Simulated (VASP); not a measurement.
# SiRu4 in VASP: relaxation of the atoms with PBE

Aim: the relaxation of the atoms of SiRu4 with PBE.

All numbers are computed with VASP 6.6.1; they aren't measurements. Logs are shortened: lines on timing, memory, paths and dates and some standing lists are left out, and cuts for length are marked.

## 1. The cell of the first run

The cell holds a slab with vacuum, 5 atoms: a = 2.720 Å, b = 2.720 Å, c = 21.866 Å, α = 90.00°, β = 90.00°, γ = 120.00°.

## 2. Relaxation of the atoms, PBE

File INCAR:

```
ALGO = Fast
DIPOL = 0.5 0.5 0.375
EDIFF = 1E-6
EDIFFG = -0.025
ENCUT = 520
GGA = PE
IBRION = 2
IDIPOL = 3
ISIF = 2
ISMEAR = 0
LASPH = True
LCHARG = False
LDIPOL = True
LREAL = False
LWAVE = False
NELM = 80
NSW = 36
PREC = Accurate
SIGMA = 0.1
```

File KPOINTS:

```
k-points
0
Gamma
  12 12 1
```

File POSCAR:

```
SiRu4
1.0
    2.7197977464      0.0000000000      0.0000000000
   -1.3598988732      2.3554139415      0.0000000000
    0.0000000000      0.0000000000     21.8663388848
Ru Si
4 1
Selective dynamics
Direct
    0.6666666667      0.3333333333      0.1829295714  F F F
    0.3333333333      0.6666666667      0.2811778375  F F F
    0.6666666667      0.3333333333      0.3790816284  F F F
    0.3333333333      0.6666666667      0.4740774823  F F F
    0.6666666667      1.3333333333      0.5581790032  F F T
```

Potentials or basis: VASP PAW PBE potentials, release 64 (Ru_pv, Si).

Command:

```bash
> cat potpaw_PBE.64/Ru_pv/POTCAR potpaw_PBE.64/Si/POTCAR > POTCAR
> mpirun -np 1 vasp_std > vasp.out
```

OUTCAR:

```text
EDIFF = 1E-6
   EDIFFG = -0.025
   ENCUT = 520
   GGA = PE
   IBRION = 2
   ISIF = 2
   ISMEAR = 0
   LASPH = True
   LREAL = False
   NELM = 80
   NSW = 36
   PREC = Accurate

 ion  position               nearest neighbor table
   1  0.667  0.333  0.183-   2 2.66   2 2.66   2 2.66
   2  0.333  0.667  0.281-   3 2.65   3 2.65   3 2.65   1 2.66   1 2.66   1 2.66
   3  0.667  0.333  0.379-   4 2.60   4 2.60   4 2.60   2 2.65   2 2.65   2 2.65
   4  0.333  0.667  0.474-   5 2.42   5 2.42   5 2.42   3 2.60   3 2.60   3 2.60
   5  0.667  0.333  0.558-   4 2.42   4 2.42   4 2.42

  LATTYP: Found a hexagonal cell.
 ALAT       =     2.7197977464
 C/A-ratio  =     8.0396929933

  Lattice vectors:

 A1 = (   2.7197977464,   0.0000000000,   0.0000000000)
 A2 = (  -1.3598988732,   2.3554139415,   0.0000000000)
 A3 = (   0.0000000000,   0.0000000000,  21.8663388848)

Analysis of symmetry for initial positions (statically):
=====================================================================
 Subroutine PRICEL returns:
 Original cell was already a primitive cell.

 Routine SETGRP: Setting up the symmetry group for a
 hexagonal supercell.

 Subroutine GETGRP returns: Found  6 space group operations
 (whereof  6 operations were pure point group operations)
 out of a pool of 24 trial point group operations.

The static configuration has the point symmetry C_3v.

Analysis of symmetry for dynamics (positions and initial velocities):
=====================================================================
 Subroutine PRICEL returns:
 Original cell was already a primitive cell.

 Routine SETGRP: Setting up the symmetry group for a
 hexagonal supercell.

 Subroutine GETGRP returns: Found  6 space group operations
 (whereof  6 operations were pure point group operations)
 out of a pool of 24 trial point group operations.

The dynamic configuration has the point symmetry C_3v.

Analysis of constrained symmetry for selective dynamics:
=====================================================================
 Subroutine PRICEL returns:
 Original cell was already a primitive cell.

 Routine SETGRP: Setting up the symmetry group for a
 hexagonal supercell.

 Subroutine GETGRP returns: Found  6 space group operations
 (whereof  6 operations were pure point group operations)
 out of a pool of 24 trial point group operations.

The constrained configuration has the point symmetry C_3v.

 Subroutine INISYM returns: Found  6 space group operations
 (whereof  6 operations are pure point group operations),
 and found     1 'primitive' translations

----------------------------------------------------------------------------------------

                                     Primitive cell

  volume of cell :     140.0812

  direct lattice vectors                    reciprocal lattice vectors
     2.719797746  0.000000000  0.000000000     0.367674398  0.212276913  0.000000000
    -1.359898873  2.355413942  0.000000000     0.000000000  0.424553826  0.000000000
     0.000000000  0.000000000 21.866338885     0.000000000  0.000000000  0.045732393

  length of vectors
     2.719797746  2.719797746 21.866338885     0.424553826  0.424553826  0.045732393

  position of ions in fractional coordinates (direct lattice)
     0.666666667  0.333333333  0.182929571
     0.333333333  0.666666667  0.281177838
     0.666666667  0.333333333  0.379081628
     0.333333333  0.666666667  0.474077482
     0.666666667  0.333333333  0.558179003

  ion indices of the primitive-cell ions
   primitive index   ion index
                 1           1
                 2           2
                 3           3
                 4           4
                 5           5

----------------------------------------------------------------------------------------

 KPOINTS: k-points

Automatic generation of k-mesh.
 Grid dimensions read from file:
 generate k-points for:   12   12    1

 Generating k-lattice:

  Cartesian coordinates                     Fractional coordinates (reciprocal lattice)
     0.030639533  0.017689743  0.000000000     0.083333333  0.000000000  0.000000000
     0.000000000  0.035379485  0.000000000     0.000000000  0.083333333  0.000000000
     0.000000000  0.000000000  0.045732393     0.000000000  0.000000000  1.000000000

  Length of vectors
     0.035379485  0.035379485  0.045732393

  Shift w.r.t. Gamma in fractional coordinates (k-lattice)
     0.000000000  0.000000000  0.000000000

 Subroutine IBZKPT returns following result:
 ===========================================

 Found     19 irreducible k-points:

 Following reciprocal coordinates:
            Coordinates               Weight
  0.000000  0.000000  0.000000      1.000000
  0.083333  0.000000  0.000000      6.000000
  0.166667  0.000000  0.000000      6.000000
  0.250000  0.000000  0.000000      6.000000
  0.333333 -0.000000  0.000000      6.000000
  0.416667  0.000000  0.000000      6.000000
[... 11 lines left out ...]
  0.333333  0.250000  0.000000     12.000000
  0.333333  0.333333  0.000000      2.000000
   k-points           NKPTS =     19   k-points in BZ     NKDIM =     19   number of bands    NBANDS=     36
   number of dos      NEDOS =    301   number of ions     NIONS =      5
   total plane-waves  NPLWV =  67200
   dimension x,y,z NGX =    20 NGY =   20 NGZ =  168
   dimension x,y,z NGXF=    40 NGYF=   40 NGZF=  336
   ions per type =               4   1
   NGX,Y,Z   is equivalent  to a cutoff of  12.22, 12.22, 12.77 a.u.
   NGXF,Y,Z  is equivalent  to a cutoff of  24.45, 24.45, 25.55 a.u.
 SYSTEM =  unknown system
   PREC   = accura    normal or accurate (medium, high low for compatibility)
   ISTART =      0    job   : 0-new  1-cont  2-samecut
   ICHARG =      2    charge: 1-file 2-atom 10-const
   ISPIN  =      1    spin polarized calculation?
   LNONCOLLINEAR =      F non collinear calculations
   LSORBIT =      F    spin-orbit coupling
   LASPH  =      T    aspherical Exc in radial PAW
   ENCUT  =  520.0 eV  38.22 Ry    6.18 a.u.   5.06  5.06 40.66*2*pi/ulx,y,z
   NELM   =     80;   NELMIN=  2; NELMDL= -5     # of ELM steps
   EDIFF  = 0.1E-05   stopping-criterion for ELM
   LREAL  =      F    real-space projection
   EDIFFG = -.3E-01   stopping-criterion for IOM
   NSW    =     36    number of steps for IOM
   IBRION =      2    ionic relax: 0-MD 1-quasi-New 2-CG
   NFREE  =      1    steps in history (QN), initial steepest desc. (CG)
   ISIF   =      2    stress and relaxation
   ISYM   =      2    0-nonsym 1-usesym 2-fastsym
   POTIM  = 0.5000    time-step for ionic-motion
   TEBEG  =    0.0;   TEEND  =   0.0 temperature during run
   PSTRESS=    0.0 pullay stress
   NELECT =      60.0000    total number of electrons
   NUPDOWN=      -1.0000    fix difference up-down
   EMIN   =  10.00;   EMAX   =-10.00  energy-range for DOS
   EFERMI =   0.00;   METHOD = LEGACY
   ISMEAR =     0;   SIGMA  =   0.10  broadening in eV -4-tet -1-fermi 0-gaus
   EFERMI_NEDOS =   21; number of points for ismear=-14 and -15
   IALGO  =     68    algorithm
   IMIX   =      4    mixing-type and parameters
     AMIX     =   0.40;   BMIX     =  1.00
     AMIX_MAG =   1.60;   BMIX_MAG =  1.00
  volume/ion in A,a.u.               =      28.02       189.06
  Fermi-wavevector in a.u.,A,eV,Ry     =   1.234048  2.332012 20.719954  1.522874
  Thomas-Fermi vector in A             =   2.368753
   LORBIT       =      0    0 simple, 1 ext, 2 COOP (PROOUT), +10 PAW based schemes
   GGA     = PE    functional components
   LHFCALC =     F    Hartree Fock is set to
   AEXX    =    0.0000 exact exchange contribution
   IVDW    =     0    specifies the selected vdW correction
   LEPSILON=     F    determine dielectric tensor
   LRPA    =     F    only Hartree local field effects (RPA)
 conjugate gradient relaxation of ions
 non-spin polarized calculation
 RMM-DIIS sequential band-by-band and
 Gauss-broadening in eV      SIGMA  =   0.10
  energy-cutoff  :      520.00
  volume of cell :      140.08
 maximum number of plane-waves:      3813
   NGX = 11   NGY = 11   NGZ = 81

--------------------------------------- Ionic step        1  -------------------------------------------

 number of electron      60.0000020 magnetization

 Free energy of the ion-electron system (eV)
  ---------------------------------------------------
  ext. energy  EPLUGINS =         0.00000000
  ---------------------------------------------------
  free energy    TOTEN  =       -40.74511201 eV

  energy without entropy =      -40.72173698  energy(sigma->0) =      -40.73342449

------------------------ aborting loop because EDIFF is reached ----------------------------------------

 vacuum level on the upper side and lower side of the slab       (xc-potential included)         0.123        -0.451

  FORCE on cell =-STRESS in cart. coord.  units (eV):
  Direction    XX          YY          ZZ          XY          YZ          ZX
  --------------------------------------------------------------------------------------
  -------------------------------------------------------------------------------------
  Total        0.7412541      0.7412541      3.9770972      0.0000000      0.0000000      0.0000000
  in kB        8.4780849      8.4780849     45.4880021      0.0000000      0.0000000      0.0000000
  external PRESSURE =      20.8147240 kB  Pullay stress =       0.0000000 kB
[... 59 lines left out ...]
  FREE ENERGIE OF THE ION-ELECTRON SYSTEM (eV)
  ---------------------------------------------------
  free  energy   TOTEN  =       -40.8629351629 eV

  energy  without entropy=      -40.8429397005  energy(sigma->0) =      -40.85293743

 dipolmoment           0.000000      0.000000     -0.094524 electrons x Angstroem

--------------------------------------- Ionic step        3  -------------------------------------------

 number of electron      60.0000020 magnetization

------------------------ aborting loop because EDIFF is reached ----------------------------------------
[... 34 lines left out ...]
--------------------------------------- Ionic step        4  -------------------------------------------

 number of electron      60.0000020 magnetization

 dipolmoment           0.000000      0.000000      0.005719 electrons x Angstroem

 Free energy of the ion-electron system (eV)
  ---------------------------------------------------
  ext. energy  EPLUGINS =         0.00000000
  ---------------------------------------------------
  free energy    TOTEN  =       -40.91123441 eV

  energy without entropy =      -40.89113220  energy(sigma->0) =      -40.90118331

 E-fermi :   3.3823     XC(G=0):  -7.4612

 val. band max:        3.3531314050   @ k =   0.5000   0.0000   0.0000
 cond. band min:       3.3865505315   @ k =   0.1667   0.1667   0.0000
 fundamental gap:      0.0334191264
 Fermi energy:         3.3822740976

 k-point     1 :       0.0000    0.0000    0.0000
  band No.  band energies     occupation
      1     -40.1733      2.00000
      2     -39.7768      2.00000
      3     -39.3960      2.00000
      4     -39.3960      2.00000
      5     -39.2889      2.00000
      6     -39.2889      2.00000
[... 730 lines left out ...]
     35       4.6561      0.00000
     36       8.0956      0.00000

------------------------ aborting loop because EDIFF is reached ----------------------------------------

 vacuum level on the upper side and lower side of the slab       (xc-potential included)        -0.114        -0.278

  FORCE on cell =-STRESS in cart. coord.  units (eV):
  Direction    XX          YY          ZZ          XY          YZ          ZX
  --------------------------------------------------------------------------------------
  -------------------------------------------------------------------------------------
  Total       -0.9079777     -0.9079777     -0.1036375      0.0000000     -0.0000000     -0.0000000
  in kB      -10.3849846    -10.3849846     -1.1853521      0.0000000     -0.0000000     -0.0000000
  external PRESSURE =      -7.3184404 kB  Pullay stress =       0.0000000 kB
[... 20 lines left out ...]
  FREE ENERGIE OF THE ION-ELECTRON SYSTEM (eV)
  ---------------------------------------------------
  free  energy   TOTEN  =       -40.9112344129 eV

  energy  without entropy=      -40.8911321993  energy(sigma->0) =      -40.90118331

 reached required accuracy - stopping structural energy minimisation

 vacuum level on the upper side and lower side of the slab         8.422         8.255
```

It took 10 min on 1 thread of Oxide Virtual Turin-like, shared host; peak memory 0.26 GiB.

Results:

```yaml
Free_energy: -40.9112 eV
Energy_gained_by_relaxing: 33.2 meV/atom
Ionic_steps: 4
Band_gap_on_the_k_mesh: zero (bands 30 and 31 overlap by 2.15 eV)
```

The path:
| step | energy change (eV) | largest force on free atoms (eV/Å) | pressure (GPa) |
| --- | --- | --- | --- |
| 1 | 0.0000 | 1.8029 | 2.08 |
| 2 | -0.1178 | 0.9226 | 0.69 |
| 3 | -0.1660 | 0.0458 | -0.67 |
| 4 | -0.1661 | 0.0065 | -0.73 |

Final structure:
```cif
data_structure
_symmetry_space_group_name_H-M 'P 1'
_symmetry_Int_Tables_number 1
_cell_length_a 2.7198
_cell_length_b 2.7198
_cell_length_c 21.8663
_cell_angle_alpha 90.000
_cell_angle_beta 90.000
_cell_angle_gamma 120.000
_cell_volume 140.08
loop_
_atom_site_label
_atom_site_type_symbol
_atom_site_fract_x
_atom_site_fract_y
_atom_site_fract_z
_atom_site_occupancy
Ru1 Ru 0.66667 0.33333 0.18293 1
Ru2 Ru 0.33333 0.66667 0.28118 1
Ru3 Ru 0.66667 0.33333 0.37908 1
Ru4 Ru 0.33333 0.66667 0.47408 1
Si1 Si 0.66667 0.33333 0.56715 1
```

The gap in the log of VASP goes by the Fermi energy; the results here count the filled bands.